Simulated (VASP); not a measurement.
# SiTe3 (P6_3/mmc) in VASP: further runs

Runs on SiTe3. Level: PBE. Tasks: single point, relaxation of cell and atoms.

All numbers are computed with VASP 6.6.1; they aren't measurements. Logs are shortened: lines on timing, memory, paths and dates and some standing lists are left out, and cuts for length are marked.

## 1. The cell of the first run

It takes space group P6_3/mmc (No. 194, hexagonal). The conventional cell has a = 6.621 Å, b = 6.621 Å, c = 5.369 Å, α = 90.00°, β = 90.00°, γ = 120.00°. Si (site symmetry -6m2) has 12 Te at 3.30 to 3.31 Å within 4.3 Å. Te (site symmetry mm2) has 8 Te at 3.29 to 3.32 Å and 4 Si at 3.30 to 3.31 Å within 4.3 Å.

## 2. Single point, PBE

Input file INCAR:

```
SYSTEM = SiTe3
  ALGO = Normal
  EDIFF = 1E-6
  ENCUT = 520
  GGA = PE
  ISIF = 2
  ISMEAR = 0
  LASPH = .TRUE.
  LCHARG = .FALSE.
  LREAL = .FALSE.
  LWAVE = .FALSE.
  NBANDS = 32
  NELM = 80
  PREC = Accurate
  SIGMA = 0.1
```

Input file KPOINTS:

```
k-points
0
G
  3 3 4
  0 0 0
```

Input file POSCAR:

```
SiTe3
1.0
    6.6207253500      0.0000000000      0.0000000000
   -3.3103626700      5.7337163400      0.0000000000
    0.0000000000      0.0000000000      5.3687447700
Si Te
2 6
Direct
    0.6666666700      0.3333333300      0.2500000000
    0.3333333300      0.6666666700      0.7500000000
    0.3327978800      0.1663989400      0.7500000000
    0.8336010600      0.1663989400      0.7500000000
    0.8336010600      0.6672021200      0.7500000000
    0.6672021200      0.8336010600      0.2500000000
    0.1663989400      0.8336010600      0.2500000000
    0.1663989400      0.3327978800      0.2500000000
```

Potentials or basis: VASP PAW PBE potentials, release 64 (Si, Te).

On the command line:

```console
$ cat potpaw_PBE.64/Si/POTCAR potpaw_PBE.64/Te/POTCAR > POTCAR
$ mpirun -np 1 vasp_std > vasp.out
```

OUTCAR:

```text
SYSTEM = SiTe3
   EDIFF = 1E-6
   ENCUT = 520
   GGA = PE
   ISIF = 2
   ISMEAR = 0
   LASPH = .TRUE.
   LREAL = .FALSE.
   NELM = 80
   PREC = Accurate

 ion  position               nearest neighbor table
   1  0.667  0.333  0.250-   4 3.30   4 3.30   5 3.30   5 3.30   3 3.30   3 3.30   6 3.31   8 3.31
                             7 3.31   7 3.31   6 3.31   8 3.31
   2  0.333  0.667  0.750-   7 3.30   7 3.30   8 3.30   8 3.30   6 3.30   6 3.30   3 3.31   5 3.31
                             4 3.31   4 3.31   3 3.31   5 3.31
   3  0.333  0.166  0.750-   7 3.29   7 3.29   8 3.29   8 3.29   1 3.30   1 3.30   5 3.31   4 3.31
                             2 3.31   2 3.31   5 3.32   4 3.32
   4  0.834  0.166  0.750-   6 3.29   6 3.29   8 3.29   8 3.29   1 3.30   1 3.30   5 3.31   3 3.31
                             2 3.31   2 3.31   5 3.32   3 3.32
   5  0.834  0.667  0.750-   6 3.29   6 3.29   7 3.29   7 3.29   1 3.30   1 3.30   4 3.31   3 3.31
                             2 3.31   2 3.31   4 3.32   3 3.32
   6  0.667  0.834  0.250-   4 3.29   4 3.29   5 3.29   5 3.29   2 3.30   2 3.30   8 3.31   7 3.31
                             1 3.31   1 3.31   8 3.32   7 3.32
   7  0.166  0.834  0.250-   3 3.29   3 3.29   5 3.29   5 3.29   2 3.30   2 3.30   8 3.31   6 3.31
                             1 3.31   1 3.31   8 3.32   6 3.32
   8  0.166  0.333  0.250-   3 3.29   3 3.29   4 3.29   4 3.29   2 3.30   2 3.30   7 3.31   6 3.31
                             1 3.31   1 3.31   7 3.32   6 3.32

  LATTYP: Found a hexagonal cell.
 ALAT       =     6.6207253500
 C/A-ratio  =     0.8108997861

  Lattice vectors:

 A1 = (   6.6207253500,   0.0000000000,   0.0000000000)
 A2 = (  -3.3103626700,   5.7337163400,   0.0000000000)
 A3 = (   0.0000000000,   0.0000000000,   5.3687447700)

Analysis of symmetry for initial positions (statically):
=====================================================================
 Subroutine PRICEL returns:
 Original cell was already a primitive cell.

 Routine SETGRP: Setting up the symmetry group for a
 hexagonal supercell.

 Subroutine GETGRP returns: Found 24 space group operations
 (whereof 12 operations were pure point group operations)
 out of a pool of 24 trial point group operations.

The static configuration has the point symmetry D_3d.
 The point group associated with its full space group is D_6h.

Analysis of symmetry for dynamics (positions and initial velocities):
=====================================================================
 Subroutine PRICEL returns:
 Original cell was already a primitive cell.

 Routine SETGRP: Setting up the symmetry group for a
 hexagonal supercell.

 Subroutine GETGRP returns: Found 24 space group operations
 (whereof 12 operations were pure point group operations)
 out of a pool of 24 trial point group operations.

The dynamic configuration has the point symmetry D_3d.
 The point group associated with its full space group is D_6h.

 Subroutine INISYM returns: Found 24 space group operations
 (whereof 12 operations are pure point group operations),
 and found     1 'primitive' translations

----------------------------------------------------------------------------------------

                                     Primitive cell

  volume of cell :     203.8049

  direct lattice vectors                    reciprocal lattice vectors
     6.620725350  0.000000000  0.000000000     0.151040852  0.087203477  0.000000000
    -3.310362670  5.733716340  0.000000000     0.000000000  0.174406954  0.000000000
     0.000000000  0.000000000  5.368744770     0.000000000  0.000000000  0.186263278

  length of vectors
     6.620725350  6.620725344  5.368744770     0.174406953  0.174406954  0.186263278

  position of ions in fractional coordinates (direct lattice)
     0.666666670  0.333333330  0.250000000
     0.333333330  0.666666670  0.750000000
     0.332797880  0.166398940  0.750000000
     0.833601060  0.166398940  0.750000000
     0.833601060  0.667202120  0.750000000
     0.667202120  0.833601060  0.250000000
     0.166398940  0.833601060  0.250000000
     0.166398940  0.332797880  0.250000000

  ion indices of the primitive-cell ions
   primitive index   ion index
                 1           1
                 2           2
                 3           3
                 4           4
                 5           5
                 6           6
                 7           7
                 8           8

----------------------------------------------------------------------------------------

 KPOINTS: k-points

Automatic generation of k-mesh.
 Grid dimensions read from file:
 generate k-points for:    3    3    4

 Generating k-lattice:

  Cartesian coordinates                     Fractional coordinates (reciprocal lattice)
     0.050346951  0.029067826  0.000000000     0.333333333  0.000000000  0.000000000
     0.000000000  0.058135651  0.000000000     0.000000000  0.333333333  0.000000000
     0.000000000  0.000000000  0.046565820     0.000000000  0.000000000  0.250000000

  Length of vectors
     0.058135651  0.058135651  0.046565820

  Shift w.r.t. Gamma in fractional coordinates (k-lattice)
     0.000000000  0.000000000  0.000000000

 Subroutine IBZKPT returns following result:
 ===========================================

 Found      9 irreducible k-points:

 Following reciprocal coordinates:
            Coordinates               Weight
  0.000000  0.000000  0.000000      1.000000
  0.333333 -0.000000  0.000000      6.000000
  0.333333  0.333333  0.000000      2.000000
  0.000000  0.000000  0.250000      2.000000
  0.333333 -0.000000  0.250000     12.000000
  0.333333  0.333333  0.250000      4.000000
  0.000000  0.000000  0.500000      1.000000
  0.333333 -0.000000  0.500000      6.000000
  0.333333  0.333333  0.500000      2.000000
   k-points           NKPTS =      9   k-points in BZ     NKDIM =      9   number of bands    NBANDS=     32
   number of dos      NEDOS =    301   number of ions     NIONS =      8
   total plane-waves  NPLWV = 100000
   dimension x,y,z NGX =    50 NGY =   50 NGZ =   40
   dimension x,y,z NGXF=   100 NGYF=  100 NGZF=   80
   ions per type =               2   6
   NGX,Y,Z   is equivalent  to a cutoff of  12.55, 12.55, 12.39 a.u.
   NGXF,Y,Z  is equivalent  to a cutoff of  25.11, 25.11, 24.77 a.u.
 SYSTEM =  SiTe3
   PREC   = accura    normal or accurate (medium, high low for compatibility)
   ISTART =      0    job   : 0-new  1-cont  2-samecut
   ICHARG =      2    charge: 1-file 2-atom 10-const
   ISPIN  =      1    spin polarized calculation?
   LNONCOLLINEAR =      F non collinear calculations
   LSORBIT =      F    spin-orbit coupling
   LASPH  =      T    aspherical Exc in radial PAW
   ENCUT  =  520.0 eV  38.22 Ry    6.18 a.u.  12.31 12.31  9.98*2*pi/ulx,y,z
   NELM   =     80;   NELMIN=  2; NELMDL= -5     # of ELM steps
   EDIFF  = 0.1E-05   stopping-criterion for ELM
   LREAL  =      F    real-space projection
   EDIFFG = 0.1E-04   stopping-criterion for IOM
   NSW    =      0    number of steps for IOM
   IBRION =     -1    ionic relax: 0-MD 1-quasi-New 2-CG
   NFREE  =      0    steps in history (QN), initial steepest desc. (CG)
   ISIF   =      2    stress and relaxation
   ISYM   =      2    0-nonsym 1-usesym 2-fastsym
   POTIM  = 0.5000    time-step for ionic-motion
   TEBEG  =    0.0;   TEEND  =   0.0 temperature during run
   PSTRESS=    0.0 pullay stress
   NELECT =      44.0000    total number of electrons
   NUPDOWN=      -1.0000    fix difference up-down
   EMIN   =  10.00;   EMAX   =-10.00  energy-range for DOS
   EFERMI =   0.00;   METHOD = LEGACY
   ISMEAR =     0;   SIGMA  =   0.10  broadening in eV -4-tet -1-fermi 0-gaus
   EFERMI_NEDOS =   21; number of points for ismear=-14 and -15
   IALGO  =     38    algorithm
   IMIX   =      4    mixing-type and parameters
     AMIX     =   0.40;   BMIX     =  1.00
     AMIX_MAG =   1.60;   BMIX_MAG =  1.00
  volume/ion in A,a.u.               =      25.48       171.92
  Fermi-wavevector in a.u.,A,eV,Ry     =   0.982097  1.855893 13.123006  0.964514
  Thomas-Fermi vector in A             =   2.113153
   LORBIT       =      0    0 simple, 1 ext, 2 COOP (PROOUT), +10 PAW based schemes
   GGA     = PE    functional components
   LHFCALC =     F    Hartree Fock is set to
   AEXX    =    0.0000 exact exchange contribution
   IVDW    =     0    specifies the selected vdW correction
   LEPSILON=     F    determine dielectric tensor
   LRPA    =     F    only Hartree local field effects (RPA)
 non-spin polarized calculation
 Gauss-broadening in eV      SIGMA  =   0.10
  energy-cutoff  :      520.00
  volume of cell :      203.80
 maximum number of plane-waves:      5539
 NGX is ok and might be reduce to    50
   NGX = 25   NGY = 25   NGZ = 19

 number of electron      44.0000003 magnetization

 Free energy of the ion-electron system (eV)
  ---------------------------------------------------
  ext. energy  EPLUGINS =         0.00000000
  ---------------------------------------------------
  free energy    TOTEN  =       -25.31726310 eV

  energy without entropy =      -25.28743197  energy(sigma->0) =      -25.30234754

 E-fermi :   8.3339     XC(G=0): -10.2046

 val. band max:        8.3062039917   @ k =   0.3333  -0.0000   0.0000
 cond. band min:       8.3575763529   @ k =   0.3333  -0.0000   0.5000
 fundamental gap:      0.0513723612
 Fermi energy:         8.3338590621

 k-point     1 :       0.0000    0.0000    0.0000
  band No.  band energies     occupation
      1      -5.9756      2.00000
      2      -3.2341      2.00000
      3      -3.2341      2.00000
      4      -3.0677      2.00000
      5      -1.8664      2.00000
      6      -1.8664      2.00000
[... 24 lines left out ...]
     31      12.2761      0.00000
     32      12.2794      0.00000

 k-point     2 :       0.3333   -0.0000    0.0000
  band No.  band energies     occupation
      1      -5.5680      2.00000
      2      -4.2272      2.00000
      3      -3.4287      2.00000
      4      -2.9538      2.00000
      5      -2.0571      2.00000
      6      -1.6060      2.00000
[... 24 lines left out ...]
     31      11.9224      0.00000
     32      12.1643      0.00000

 k-point     3 :       0.3333    0.3333    0.0000
  band No.  band energies     occupation
      1      -5.1089      2.00000
      2      -4.3927      2.00000
      3      -4.3927      2.00000
      4      -2.0806      2.00000
      5      -2.0806      2.00000
      6      -2.0271      2.00000
[... 24 lines left out ...]
     31      10.7711      0.00000
     32      10.7711      0.00000

 k-point     4 :       0.0000    0.0000    0.2500
  band No.  band energies     occupation
      1      -5.6879      2.00000
      2      -3.7267      2.00000
      3      -3.0210      2.00000
      4      -3.0210      2.00000
      5      -2.0106      2.00000
      6      -2.0106      2.00000
[... 24 lines left out ...]
     31      12.0664      0.00000
     32      12.0664      0.00000

 k-point     5 :       0.3333   -0.0000    0.2500
  band No.  band energies     occupation
      1      -5.2845      2.00000
      2      -4.0144      2.00000
      3      -3.3444      2.00000
      4      -3.1951      2.00000
      5      -2.5439      2.00000
      6      -1.8911      2.00000
[... 24 lines left out ...]
     31      10.8282      0.00000
     32      11.6835      0.00000

 k-point     6 :       0.3333    0.3333    0.2500
  band No.  band energies     occupation
      1      -4.8184      2.00000
      2      -4.1756      2.00000
      3      -4.1756      2.00000
      4      -2.7859      2.00000
      5      -2.3560      2.00000
      6      -2.3560      2.00000
[... 24 lines left out ...]
     31      11.0381      0.00000
     32      11.0381      0.00000

 k-point     7 :       0.0000    0.0000    0.5000
  band No.  band energies     occupation
      1      -4.8655      2.00000
      2      -4.8655      2.00000
      3      -2.4914      2.00000
      4      -2.4914      2.00000
      5      -2.4914      2.00000
      6      -2.4914      2.00000
[... 24 lines left out ...]
     31      11.5813      0.00000
     32      11.5813      0.00000

 k-point     8 :       0.3333   -0.0000    0.5000
  band No.  band energies     occupation
      1      -4.4915      2.00000
      2      -4.4915      2.00000
      3      -3.2655      2.00000
      4      -3.2655      2.00000
      5      -2.5771      2.00000
      6      -2.5771      2.00000
[... 24 lines left out ...]
     31      10.8637      0.00000
     32      10.8637      0.00000

 k-point     9 :       0.3333    0.3333    0.5000
  band No.  band energies     occupation
      1      -3.9822      2.00000
      2      -3.9822      2.00000
      3      -3.8329      2.00000
      4      -3.8329      2.00000
      5      -2.7986      2.00000
      6      -2.7986      2.00000
[... 24 lines left out ...]
     31      10.5455      0.00000
     32      10.5455      0.00000

------------------------ aborting loop because EDIFF is reached ----------------------------------------

  FORCE on cell =-STRESS in cart. coord.  units (eV):
  Direction    XX          YY          ZZ          XY          YZ          ZX
  --------------------------------------------------------------------------------------
  -------------------------------------------------------------------------------------
  Total        2.5425916      2.5425916     -2.3146740      0.0000000     -0.0000000     -0.0000000
  in kB       19.9881524     19.9881524    -18.1964167      0.0000000     -0.0000000     -0.0000000
  external PRESSURE =       7.2599627 kB  Pullay stress =       0.0000000 kB

 VOLUME and BASIS-vectors are now :
 -----------------------------------------------------------------------------
  energy-cutoff  :      520.00
  volume of cell :      203.80
      direct lattice vectors                 reciprocal lattice vectors
     6.620725350  0.000000000  0.000000000     0.151040852  0.087203477  0.000000000
    -3.310362670  5.733716340  0.000000000     0.000000000  0.174406954  0.000000000
     0.000000000  0.000000000  5.368744770     0.000000000  0.000000000  0.186263278

 POSITION                                       TOTAL-FORCE (eV/Angst)
 -----------------------------------------------------------------------------------
      3.31036      1.91124      1.34219        -0.000000      0.000000      0.000000
     -0.00000      3.82248      4.02656         0.000000     -0.000000      0.000000
      1.65252      0.95408      4.02656         0.730561      0.421789      0.000000
      4.96820      0.95408      4.02656        -0.730561      0.421789      0.000000
      3.31036      3.82555      4.02656        -0.000000     -0.843579      0.000000
      1.65784      4.77963      1.34219        -0.730561     -0.421789     -0.000000
     -1.65784      4.77963      1.34219         0.730561     -0.421789     -0.000000
      0.00000      1.90817      1.34219         0.000000      0.843579      0.000000
 -----------------------------------------------------------------------------------
    total drift:                               -0.000011      0.000007      0.000000

  FREE ENERGIE OF THE ION-ELECTRON SYSTEM (eV)
  ---------------------------------------------------
  free  energy   TOTEN  =       -25.3172631042 eV

  energy  without entropy=      -25.2874319714  energy(sigma->0) =      -25.30234754
```

It took 41 s on 1 thread of Intel Xeon Platinum 8488C (Sapphire Rapids), shared host; peak memory 0.31 GiB.

What came out:

* Free energy: -25.3173 eV
* Pressure: 0.7 GPa
* Largest force: 0.844 eV/Å
* Band gap on the k mesh: zero (band 22 reaches 8.74 eV, above the bottom of band 23 at 6.96 eV)

Forces in eV/Å, atoms in the order of the input:
```
Si   0.000  0.000  0.000
Si   0.000  0.000  0.000
Te   0.731  0.422  0.000
Te  -0.731  0.422  0.000
Te   0.000 -0.844  0.000
Te  -0.731 -0.422  0.000
Te   0.731 -0.422  0.000
Te   0.000  0.844  0.000
```

Stress tensor (GPa, compression positive):
```
 2.00  0.00  0.00
 0.00  2.00  0.00
 0.00  0.00 -1.82
```

Caveat: the k points lie up to 0.37 Å⁻¹ apart; spin-orbit coupling is left out, which moves the levels of the heavy elements.

(Part 1 of 2 ends here.)
